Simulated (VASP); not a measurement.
# Mo3W in VASP: single point with PBE

Aim: the single point of Mo3W with PBE.

Program: VASP 6.6.1. These are calculated values, not measurements. Logs are shortened: lines on timing, memory, paths and dates and some standing lists are left out, and cuts for length are marked.

### Step 1. The cell of the first run

The typed cell holds 8 atoms: a = 4.474 Å, b = 4.474 Å, c = 7.765 Å, α = 73.26°, β = 73.26°, γ = 60.00°.

### Step 2. Single point, PBE

The input, INCAR:

```
ALGO = Normal
EDIFF = 1E-6
ENCUT = 500
GGA = PE
GGA_COMPAT = False
ISIF = 2
ISMEAR = 0
LASPH = True
LCHARG = False
LREAL = False
LWAVE = False
NBANDS = 66
NELM = 120
PREC = Accurate
SIGMA = 0.2
```

The input, KPOINTS:

```
k-points
0
Gamma
  6 6 6
```

The input, POSCAR:

```
Mo3W
1.0
    0.0002687020      3.1633943618      3.1637132512
    3.1635714513      3.1634102859      0.0002449752
   -3.1734551943      6.3366387824     -3.1732007120
Mo W
6 2
Direct
    0.1250032155      0.1249923507      0.6249819562
    0.6250040712      0.6249918956      0.1249792835
    0.3750108250      0.3749973772      0.8749865587
    0.8750021529      0.8749879469      0.3749993406
   -0.0000008442      0.0000006305      0.0000139053
    0.4999700768      0.5000271197      0.5000200299
    0.7500018405      0.7500002179      0.7500145101
    0.2500086623      0.2500024615      0.2500044158
```

Potentials or basis: VASP PAW PBE potentials, release 64 (Mo_sv, W_sv).

Launch:

```sh
$ cat potpaw_PBE.64/Mo_sv/POTCAR potpaw_PBE.64/W_sv/POTCAR > POTCAR
$ mpirun -np 1 vasp_std > vasp.out
```

OUTCAR:

```text
EDIFF = 1E-6
   ENCUT = 500
   GGA = PE
   ISIF = 2
   ISMEAR = 0
   LASPH = True
   LREAL = False
   NELM = 120
   PREC = Accurate

 ion  position               nearest neighbor table
   1  0.125  0.125  0.625-   6 2.74   6 2.74   7 2.74   7 2.74   7 2.74   6 2.74   8 2.75   5 2.75
                             4 3.17   4 3.17   3 3.17   4 3.17   3 3.17   3 3.17
   2  0.625  0.625  0.125-   5 2.74   5 2.74   8 2.74   8 2.74   8 2.74   5 2.74   7 2.75   6 2.75
                             3 3.17   4 3.17   3 3.17   3 3.17   4 3.17   4 3.17
   3  0.375  0.375  0.875-   7 2.74   7 2.74   5 2.74   5 2.74   7 2.74   5 2.74   6 2.75   8 2.75
                             2 3.17   1 3.17   2 3.17   1 3.17   1 3.17   2 3.17
   4  0.875  0.875  0.375-   8 2.74   8 2.74   6 2.74   6 2.74   6 2.74   8 2.74   5 2.75   7 2.75
                             1 3.17   1 3.17   1 3.17   2 3.17   2 3.17   2 3.17
   5  1.000  0.000  0.000-   2 2.74   2 2.74   3 2.74   3 2.74   2 2.74   3 2.74   4 2.75   1 2.75
                             8 3.17   7 3.17   8 3.17   8 3.17   7 3.17   7 3.17
   6  0.500  0.500  0.500-   1 2.74   4 2.74   1 2.74   4 2.74   4 2.74   1 2.74   3 2.75   2 2.75
                             7 3.17   7 3.17   8 3.17   8 3.17   7 3.17   8 3.17
   7  0.750  0.750  0.750-   3 2.74   3 2.74   1 2.74   1 2.74   1 2.74   3 2.74   2 2.75   4 2.75
                             6 3.17   5 3.17   6 3.17   5 3.17   5 3.17   6 3.17
   8  0.250  0.250  0.250-   4 2.74   4 2.74   2 2.74   2 2.74   2 2.74   4 2.74   1 2.75   3 2.75
                             5 3.17   6 3.17   5 3.17   6 3.17   5 3.17   6 3.17

  LATTYP: Found a base centered monoclinic cell.
 ALAT       =    14.8720891282
 B/A-ratio  =     0.3008119880
 C/A-ratio  =     0.5221093966
 COS(beta)  =    -0.8709372167

  Lattice vectors:

 A1 = (   3.1737238963,  -3.1732444206,   6.3369139632)
 A2 = (   6.3370266456,  -3.1732284965,   3.1734456872)
 A3 = (  -3.1734551943,   6.3366387824,  -3.1732007120)

Analysis of symmetry for initial positions (statically):
=====================================================================
 Subroutine PRICEL returns:
 Original cell was already a primitive cell.

 Routine SETGRP: Setting up the symmetry group for a
 base centered monoclinic supercell.

 Subroutine GETGRP returns: Found  1 space group operations
 (whereof  1 operations were pure point group operations)
 out of a pool of  4 trial point group operations.

The static configuration has the point symmetry C_1 .

Analysis of symmetry for dynamics (positions and initial velocities):
=====================================================================
 Subroutine PRICEL returns:
 Original cell was already a primitive cell.

 Routine SETGRP: Setting up the symmetry group for a
 base centered monoclinic supercell.

 Subroutine GETGRP returns: Found  1 space group operations
 (whereof  1 operations were pure point group operations)
 out of a pool of  4 trial point group operations.

The dynamic configuration has the point symmetry C_1 .

 Subroutine INISYM returns: Found  1 space group operations
 (whereof  1 operations are pure point group operations),
 and found     1 'primitive' translations

----------------------------------------------------------------------------------------

                                     Primitive cell

  volume of cell :     126.9325

  direct lattice vectors                    reciprocal lattice vectors
     0.000268702  3.163394362  3.163713251    -0.079094723  0.079080398  0.237018563
     3.163571451  3.163410286  0.000244975     0.237018902  0.079089693 -0.079101851
    -3.173455194  6.336638782 -3.173200712    -0.078839942  0.078850063 -0.078835419

  length of vectors
     4.473940712  4.473851699  7.764857480     0.262082971  0.262088233  0.136558018

  position of ions in fractional coordinates (direct lattice)
     0.125003216  0.124992351  0.624981956
     0.625004071  0.624991896  0.124979283
     0.375010825  0.374997377  0.874986559
     0.875002153  0.874987947  0.374999341
     0.999999156  0.000000630  0.000013905
     0.499970077  0.500027120  0.500020030
     0.750001840  0.750000218  0.750014510
     0.250008662  0.250002462  0.250004416

  ion indices of the primitive-cell ions
   primitive index   ion index
                 1           1
                 2           2
                 3           3
                 4           4
                 5           5
                 6           6
                 7           7
                 8           8

----------------------------------------------------------------------------------------

 KPOINTS: k-points

Automatic generation of k-mesh.
 Grid dimensions read from file:
 generate k-points for:    6    6    6

 Generating k-lattice:

  Cartesian coordinates                     Fractional coordinates (reciprocal lattice)
    -0.013182454  0.013180066  0.039503094     0.166666667 -0.000000000 -0.000000000
     0.039503150  0.013181615 -0.013183642     0.000000000  0.166666667  0.000000000
    -0.013139990  0.013141677 -0.013139237    -0.000000000  0.000000000  0.166666667

  Length of vectors
     0.043680495  0.043681372  0.022759670

  Shift w.r.t. Gamma in fractional coordinates (k-lattice)
     0.000000000  0.000000000  0.000000000

 Subroutine IBZKPT returns following result:
 ===========================================

 Found    112 irreducible k-points:

 Following reciprocal coordinates:
            Coordinates               Weight
  0.000000  0.000000  0.000000      1.000000
  0.166667 -0.000000 -0.000000      2.000000
  0.333333 -0.000000  0.000000      2.000000
  0.500000 -0.000000 -0.000000      1.000000
  0.000000  0.166667  0.000000      2.000000
  0.166667  0.166667  0.000000      2.000000
[... 16 lines left out ...]
  0.333333 -0.000000  0.166667      2.000000
  0.500000 -0.000000  0.166667      2.000000
 [... further k-points ...]
   k-points           NKPTS =    112   k-points in BZ     NKDIM =    112   number of bands    NBANDS=     66
   number of dos      NEDOS =    301   number of ions     NIONS =      8
   total plane-waves  NPLWV =  77760
   dimension x,y,z NGX =    36 NGY =   36 NGZ =   60
   dimension x,y,z NGXF=    72 NGYF=   72 NGZF=  120
   ions per type =               6   2
   NGX,Y,Z   is equivalent  to a cutoff of  13.38, 13.38, 12.85 a.u.
   NGXF,Y,Z  is equivalent  to a cutoff of  26.75, 26.75, 25.69 a.u.
 SYSTEM =  unknown system
   PREC   = accura    normal or accurate (medium, high low for compatibility)
   ISTART =      0    job   : 0-new  1-cont  2-samecut
   ICHARG =      2    charge: 1-file 2-atom 10-const
   ISPIN  =      1    spin polarized calculation?
   LNONCOLLINEAR =      F non collinear calculations
   LSORBIT =      F    spin-orbit coupling
   LASPH  =      T    aspherical Exc in radial PAW
   ENCUT  =  500.0 eV  36.75 Ry    6.06 a.u.   8.16  8.16 14.16*2*pi/ulx,y,z
   NELM   =    120;   NELMIN=  2; NELMDL= -5     # of ELM steps
   EDIFF  = 0.1E-05   stopping-criterion for ELM
   LREAL  =      F    real-space projection
   EDIFFG = 0.1E-04   stopping-criterion for IOM
   NSW    =      0    number of steps for IOM
   IBRION =     -1    ionic relax: 0-MD 1-quasi-New 2-CG
   NFREE  =      0    steps in history (QN), initial steepest desc. (CG)
   ISIF   =      2    stress and relaxation
   ISYM   =      2    0-nonsym 1-usesym 2-fastsym
   POTIM  = 0.5000    time-step for ionic-motion
   TEBEG  =    0.0;   TEEND  =   0.0 temperature during run
   PSTRESS=    0.0 pullay stress
   NELECT =     112.0000    total number of electrons
   NUPDOWN=      -1.0000    fix difference up-down
   EMIN   =  10.00;   EMAX   =-10.00  energy-range for DOS
   EFERMI =   0.00;   METHOD = LEGACY
   ISMEAR =     0;   SIGMA  =   0.20  broadening in eV -4-tet -1-fermi 0-gaus
   EFERMI_NEDOS =   21; number of points for ismear=-14 and -15
   IALGO  =     38    algorithm
   IMIX   =      4    mixing-type and parameters
     AMIX     =   0.40;   BMIX     =  1.00
     AMIX_MAG =   1.60;   BMIX_MAG =  1.00
  volume/ion in A,a.u.               =      15.87       107.07
  Fermi-wavevector in a.u.,A,eV,Ry     =   1.570206  2.967259 33.545797  2.465547
  Thomas-Fermi vector in A             =   2.671974
   LORBIT       =      0    0 simple, 1 ext, 2 COOP (PROOUT), +10 PAW based schemes
   GGA     = PE    functional components
   LHFCALC =     F    Hartree Fock is set to
   AEXX    =    0.0000 exact exchange contribution
   IVDW    =     0    specifies the selected vdW correction
   LEPSILON=     F    determine dielectric tensor
   LRPA    =     F    only Hartree local field effects (RPA)
 non-spin polarized calculation
 Gauss-broadening in eV      SIGMA  =   0.20
  energy-cutoff  :      500.00
  volume of cell :      126.93
 maximum number of plane-waves:      3261
 NGX is ok and might be reduce to    36
   NGX = 17   NGY = 17   NGZ = 29

 number of electron     112.0000000 magnetization

 Free energy of the ion-electron system (eV)
  ---------------------------------------------------
  ext. energy  EPLUGINS =         0.00000000
  ---------------------------------------------------
  free energy    TOTEN  =       -91.59426054 eV

  energy without entropy =      -91.50446468  energy(sigma->0) =      -91.54936261

 E-fermi :  12.1390     XC(G=0): -13.3900

 val. band max:       12.1362002204   @ k =   0.3333  -0.1667   0.3333
 cond. band min:      12.1772836656   @ k =   0.0000   0.3333   0.0000
 fundamental gap:      0.0410834452
 Fermi energy:        12.1389698193

 k-point     1 :       0.0000    0.0000    0.0000
  band No.  band energies     occupation
      1     -61.9577      2.00000
      2     -61.9573      2.00000
      3     -49.1078      2.00000
      4     -49.0386      2.00000
      5     -48.8643      2.00000
      6     -48.8350      2.00000
[... 58 lines left out ...]
     65      14.5366      0.00000
     66      14.5431      0.00000

 k-point     2 :       0.1667   -0.0000   -0.0000
  band No.  band energies     occupation
      1     -61.9576      2.00000
      2     -61.9573      2.00000
      3     -49.0942      2.00000
      4     -49.0299      2.00000
      5     -48.8639      2.00000
      6     -48.8397      2.00000
[... 58 lines left out ...]
     65      14.5234      0.00000
     66      14.5539      0.00000

 k-point     3 :       0.3333   -0.0000    0.0000
  band No.  band energies     occupation
      1     -61.9574      2.00000
      2     -61.9573      2.00000
      3     -49.0595      2.00000
      4     -49.0146      2.00000
      5     -48.8649      2.00000
      6     -48.8546      2.00000
[... 1438 lines left out ...]
     65      14.3339      0.00000
     66      14.4051      0.00000

 k-point    24 :       0.5000   -0.0000    0.1667
  band No.  band energies     occupation
      1     -61.9573      2.00000
      2     -61.9573      2.00000
      3     -49.0305      2.00000
      4     -49.0146      2.00000
      5     -48.8649      2.00000
      6     -48.8627      2.00000
[... 58 lines left out ...]
     65      13.9102      0.00000
     66      14.3232      0.00000

 [... further k-points ...]
[... 5 lines left out ...]
  --------------------------------------------------------------------------------------
  -------------------------------------------------------------------------------------
  Total        0.4152368      0.4244764      0.4114605     -0.0038992     -0.0059331     -0.0063102
  in kB        5.2412360      5.3578613      5.1935701     -0.0492170     -0.0748889     -0.0796495
  external PRESSURE =       5.2642225 kB  Pullay stress =       0.0000000 kB

 VOLUME and BASIS-vectors are now :
 -----------------------------------------------------------------------------
  energy-cutoff  :      500.00
  volume of cell :      126.93
      direct lattice vectors                 reciprocal lattice vectors
     0.000268702  3.163394362  3.163713251    -0.079094723  0.079080398  0.237018563
     3.163571451  3.163410286  0.000244975     0.237018902  0.079089693 -0.079101851
    -3.173455194  6.336638782 -3.173200712    -0.078839942  0.078850063 -0.078835419

 POSITION                                       TOTAL-FORCE (eV/Angst)
 -----------------------------------------------------------------------------------
     -1.58790      4.75112     -1.58769         0.000188      0.001181     -0.000502
      1.58076      4.74619      1.58090        -0.000213      0.001389     -0.000277
     -1.59030      7.91705     -1.58999        -0.000982      0.001011     -0.001212
      1.57828      7.91216      1.57852         0.000403      0.000670     -0.000428
      0.00023      3.16348      3.16367         0.000409     -0.000793      0.000498
     -0.00479      6.33184     -0.00478        -0.000452     -0.001344      0.001979
     -0.00726      9.49768     -0.00697         0.000812     -0.001402      0.000550
     -0.00241      3.16592     -0.00230        -0.000165     -0.000712     -0.000607
 -----------------------------------------------------------------------------------
    total drift:                                0.000012     -0.000014      0.000015

  FREE ENERGIE OF THE ION-ELECTRON SYSTEM (eV)
  ---------------------------------------------------
  free  energy   TOTEN  =       -91.5942605369 eV

  energy  without entropy=      -91.5044646791  energy(sigma->0) =      -91.54936261
```

Wall time 27 min (1 thread of AMD EPYC 9755, shared host); peak memory 0.68 GiB.

What came out:

| Quantity | Value |
| --- | --- |
| Free energy | -91.5943 eV |
| Pressure | 0.5 GPa |
| Band gap on the k mesh | zero (bands 56 and 57 overlap by 0.36 eV) |

Forces on the atoms (eV/Å):
```
Mo   0.000  0.001 -0.001
Mo   0.000  0.001  0.000
Mo  -0.001  0.001 -0.001
Mo   0.000  0.001  0.000
Mo   0.000 -0.001  0.000
Mo   0.000 -0.001  0.002
W    0.001 -0.001  0.001
W    0.000 -0.001 -0.001
```

Caveat: spin-orbit coupling is left out, which moves the levels of the heavy elements.

The gap in the log of VASP goes by the Fermi energy; the results here count the filled bands.